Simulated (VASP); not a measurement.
# CoO (R-3m) in VASP: further runs

CoO is run at these levels: PBEsol; tasks: single point.

Everything below comes from runs of VASP 6.6.1. Logs are shortened: lines on timing, memory, paths and dates and some standing lists are left out, and cuts for length are marked.

## (1) The cell of the first run

The structure is trigonal, space group R-3m (No. 166). Conventional cell: a = 3.179 Å, b = 3.179 Å, c = 6.568 Å, α = 90.00°, β = 90.00°, γ = 120.00°. Co (site symmetry -3m) has 6 O at 2.14 Å within 2.8 Å. O (site symmetry -3m) has 6 Co at 2.14 Å within 2.8 Å.

## (2) Single point, PBEsol, collinear spin, ferromagnetic start

The input, INCAR:

```
  ALGO = Normal
  EDIFF = 1E-6
  ENCUT = 520
  GGA = PS
  ISIF = 2
  ISMEAR = 0
  ISPIN = 2
  LASPH = True
  LCHARG = False
  LMAXMIX = 4
  LORBIT = 11
  LREAL = False
  LWAVE = False
  MAGMOM = 2.64 0.33
  NBANDS = 18
  NELM = 150
  PREC = Accurate
  SIGMA = 0.15
```

The input, KPOINTS:

```
k-points
0
Gamma
  24 24 24
```

The input, POSCAR:

```
CoO
1.0
    1.5892748067      0.9175682374      2.1893881678
   -1.5892748067      0.9175682374      2.1893881678
    0.0000000000     -1.8351364749      2.1893881678
Co O
1 1
Direct
    0.0000000000      0.0000000000      0.0000000000
    0.5000000000      0.5000000000      0.5000000000
```

Potentials or basis: VASP PAW PBE potentials, release 64 (Co, O).

Run with:

```sh
> cat potpaw_PBE.64/Co/POTCAR potpaw_PBE.64/O/POTCAR > POTCAR
> mpirun -np 1 vasp_std > vasp.out
```

OUTCAR:

```text
EDIFF = 1E-6
   ENCUT = 520
   GGA = PS
   ISIF = 2
   ISMEAR = 0
   ISPIN = 2
   LASPH = True
   LORBIT = 11
   LREAL = False
   NELM = 150
   PREC = Accurate

 ion  position               nearest neighbor table
   1  0.000  0.000  0.000-   2 2.14   2 2.14   2 2.14   2 2.14   2 2.14   2 2.14
   2  0.500  0.500  0.500-   1 2.14   1 2.14   1 2.14   1 2.14   1 2.14   1 2.14

  LATTYP: Found a trigonal (rhomboedric) cell.
 ALAT       =     2.8567720299
 COS(alpha) =     0.3810197053

  Lattice vectors:

 A1 = (   1.5892748067,   0.9175682374,   2.1893881678)
 A2 = (  -1.5892748067,   0.9175682374,   2.1893881678)
 A3 = (   0.0000000000,  -1.8351364749,   2.1893881678)

Analysis of symmetry for initial positions (statically):
=====================================================================
 Subroutine PRICEL returns:
 Original cell was already a primitive cell.

 Routine SETGRP: Setting up the symmetry group for a
 trigonal (rhombohedral) supercell.

 Subroutine GETGRP returns: Found 12 space group operations
 (whereof 12 operations were pure point group operations)
 out of a pool of 12 trial point group operations.

The static configuration has the point symmetry D_3d.

Analysis of symmetry for dynamics (positions and initial velocities):
=====================================================================
 Subroutine PRICEL returns:
 Original cell was already a primitive cell.

 Routine SETGRP: Setting up the symmetry group for a
 trigonal (rhombohedral) supercell.

 Subroutine GETGRP returns: Found 12 space group operations
 (whereof 12 operations were pure point group operations)
 out of a pool of 12 trial point group operations.

The dynamic configuration has the point symmetry D_3d.

Analysis of structural, dynamic, and magnetic symmetry:
=====================================================================
 Subroutine PRICEL returns:
 Original cell was already a primitive cell.

 Routine SETGRP: Setting up the symmetry group for a
 trigonal (rhombohedral) supercell.

 Subroutine GETGRP returns: Found 12 space group operations
 (whereof 12 operations were pure point group operations)
 out of a pool of 12 trial point group operations.

The overall configuration has the point symmetry D_3d.

 Subroutine INISYM returns: Found 12 space group operations
 (whereof 12 operations are pure point group operations),
 and found     1 'primitive' translations

[... 111 lines left out ...]
   IALGO  =     38    algorithm
   IMIX   =      4    mixing-type and parameters
     AMIX     =   0.40;   BMIX     =  1.00
     AMIX_MAG =   1.60;   BMIX_MAG =  1.00
  volume/ion in A,a.u.               =       9.58        64.64
  Fermi-wavevector in a.u.,A,eV,Ry     =   1.508927  2.851458 30.978555  2.276860
  Thomas-Fermi vector in A             =   2.619316
   LORBIT       =     11    0 simple, 1 ext, 2 COOP (PROOUT), +10 PAW based schemes
   GGA     = PS    functional components
   LHFCALC =     F    Hartree Fock is set to
   AEXX    =    0.0000 exact exchange contribution
   IVDW    =     0    specifies the selected vdW correction
   LEPSILON=     F    determine dielectric tensor
   LRPA    =     F    only Hartree local field effects (RPA)
 spin polarized calculation
 Gauss-broadening in eV      SIGMA  =   0.15
  energy-cutoff  :      520.00
  volume of cell :       19.16
 maximum number of plane-waves:       528
 NGX is ok and might be reduce to    24

 number of electron      14.9999991 magnetization       2.8635942

 Free energy of the ion-electron system (eV)
  ---------------------------------------------------
  ext. energy  EPLUGINS =         0.00000000
  ---------------------------------------------------
  free energy    TOTEN  =       -13.95310612 eV

  energy without entropy =      -13.92252252  energy(sigma->0) =      -13.93781432

 E-fermi :   7.7941     XC(G=0): -12.7311

 val. band max:        7.7938125149   @ k =   0.4167   0.0417  -0.0000
 cond. band min:       7.7948310118   @ k =  -0.2917   0.1667   0.0000
 fundamental gap:      0.0010184969
 Fermi energy:         7.7940601250

 spin component 1

 k-point     1 :       0.0000    0.0000    0.0000
  band No.  band energies     occupation
      1     -12.3292      1.00000
      2       4.3144      1.00000
      3       4.3144      1.00000
      4       4.4530      1.00000
      5       4.4530      1.00000
      6       4.7063      1.00000
[... 493 lines left out ...]
     17      32.8085      0.00000
     18      35.1346      0.00000

 [... further k-points ...]

 spin component 2

 k-point     1 :       0.0000    0.0000    0.0000
  band No.  band energies     occupation
      1     -11.8080      1.00000
      2       5.0187      1.00000
      3       5.0187      1.00000
      4       5.9579      1.00000
      5       6.3766      1.00000
      6       6.3766      1.00000
[... 493 lines left out ...]
     17      33.3179      0.00000
     18      35.6449      0.00000

 [... further k-points ...]
[... 5 lines left out ...]
  --------------------------------------------------------------------------------------
  -------------------------------------------------------------------------------------
  Total       -1.8521445     -1.8521445     -0.9078285      0.0000000      0.0000000      0.0000000
  in kB     -154.9080792   -154.9080791    -75.9281823      0.0000000      0.0000000      0.0000000
  external PRESSURE =    -128.5814469 kB  Pullay stress =       0.0000000 kB

 VOLUME and BASIS-vectors are now :
 -----------------------------------------------------------------------------
  energy-cutoff  :      520.00
  volume of cell :       19.16
      direct lattice vectors                 reciprocal lattice vectors
     1.589274807  0.917568237  2.189388168     0.314608901  0.181639534  0.152249536
    -1.589274807  0.917568237  2.189388168    -0.314608901  0.181639534  0.152249536
     0.000000000 -1.835136475  2.189388168     0.000000000 -0.363279067  0.152249536

 POSITION                                       TOTAL-FORCE (eV/Angst)
 -----------------------------------------------------------------------------------
      0.00000      0.00000      0.00000        -0.000000      0.000000      0.000000
      0.00000     -0.00000      3.28408         0.000000     -0.000000     -0.000000
 -----------------------------------------------------------------------------------
    total drift:                               -0.000000      0.000000     -0.000000

  FREE ENERGIE OF THE ION-ELECTRON SYSTEM (eV)
  ---------------------------------------------------
  free  energy   TOTEN  =       -13.9531061233 eV

  energy  without entropy=      -13.9225225202  energy(sigma->0) =      -13.93781432

 total charge

# of ion       s       p       d       tot
------------------------------------------
    1        0.302   0.362   7.143   7.807
    2        1.553   3.388   0.000   4.941
--------------------------------------------------
tot          1.855   3.749   7.143  12.748

 magnetization (x)

# of ion       s       p       d       tot
------------------------------------------
    1        0.017   0.017   2.471   2.506
    2        0.028   0.277   0.000   0.306
--------------------------------------------------
tot          0.045   0.295   2.471   2.811
```

Run time: 14 min. Hardware: 1 thread of Intel Xeon Platinum 8488C (Sapphire Rapids), shared host; peak memory 0.73 GiB.

Results:

```yaml
Free_energy: -13.9531 eV
Pressure: -12.9 GPa
Net_moment: 2.86 μB per cell
Site_moments: Co +2.51; O +0.31 μB
Valence_electrons_inside_the_program's_atomic_spheres: Co 7.81; O 4.94
```

Stress tensor (GPa, compression positive):
```
-15.49   0.00   0.00
  0.00 -15.49   0.00
  0.00   0.00  -7.59
```

Caveat: the PAW data sets were made with another functional, which shifts forces and pressure a little; a cell with one magnetic atom can't hold antiferromagnetic order, which such compounds often take; semilocal functionals often make such compounds metallic where correlation or magnetic order opens a gap, which also shifts bond lengths.

## (3) Single point, PBEsol, collinear spin, ferromagnetic start

This run uses another cell than the first one, of the same volume but with other edges.

The input, INCAR:

```
PREC = Accurate
ENCUT = 520
EDIFF = 1E-6
ISMEAR = 0
SIGMA = 0.15
LREAL = F
LASPH = T
NELM = 150
ALGO = Normal
ISIF = 2
LWAVE = F
LCHARG = F
ISPIN = 2
MAGMOM = 2.64 0.33
LORBIT = 11
LMAXMIX = 4
GGA = PS
NBANDS = 18
```

The input, KPOINTS:

```
regular mesh
0
Gamma
  24 24 24
```

The input, POSCAR:

```
CoO
1.0
    1.5478992807      0.8936800664      2.3079976792
   -1.5478992807      0.8936800664      2.3079976792
    0.0000000000     -1.7873601328      2.3079976792
Co O
1 1
Direct
    0.0000000000      0.0000000000      0.0000000000
    0.5000000000      0.5000000000      0.5000000000
```

Potentials or basis: VASP PAW PBE potentials, release 64 (Co, O).

Run with:

```sh
> cat potpaw_PBE.64/Co/POTCAR potpaw_PBE.64/O/POTCAR > POTCAR
> mpirun -np 1 vasp_std > vasp.out
```

It took 11 min on 1 thread of Intel Xeon Platinum 8259CL at 2.50GHz (Skylake/Cascade Lake), shared host; peak memory 0.73 GiB.

The run converged. Its results:

```
Free energy                                           : -13.9798 eV
Pressure                                              : -10.9 GPa
Net moment                                            : 2.89 μB per cell
Site moments                                          : Co +2.53; O +0.30 μB
Valence electrons inside the program's atomic spheres : Co 7.81; O 4.95
```

Stress tensor (GPa, compression positive):
```
-11.22   0.00   0.00
  0.00 -11.22   0.00
  0.00   0.00 -10.17
```

Levels at points of the mesh, in eV from the Fermi level:
Spin up:
```
           k point  band 6  band 7  band 8  band 9  band 10  band 11  band 12  band 13
(0.00, 0.00, 0.00)   -3.16   -3.16   -2.87   -2.84     0.93    16.53    17.24    17.24
(0.50, 0.00, 0.00)   -2.34   -1.83    0.00    0.15     5.05     8.95    13.20    14.60
(0.50, 0.50, 0.00)   -2.92   -2.41   -2.10   -2.08     5.77     9.62    11.68    14.99
(0.50, 0.50, 0.50)   -2.29   -1.59    0.20    0.20     4.44    10.35    12.07    12.07
```
Spin down:
```csv
k point,band 4,band 5,band 6,band 7,band 8,band 9
"(0.00, 0.00, 0.00)",-2.21,-1.27,-1.27,-0.92,-0.11,-0.11
"(0.50, 0.00, 0.00)",-4.28,-0.33,-0.24,0.35,2.43,2.61
"(0.50, 0.50, 0.00)",-3.50,-2.29,0.11,0.11,0.40,0.79
"(0.50, 0.50, 0.50)",-5.12,0.04,0.04,0.35,2.70,2.70
```

Caveat: the PAW data sets were made with another functional, which shifts forces and pressure a little; a cell with one magnetic atom can't hold antiferromagnetic order, which such compounds often take; semilocal functionals often make such compounds metallic where correlation or magnetic order opens a gap, which also shifts bond lengths.
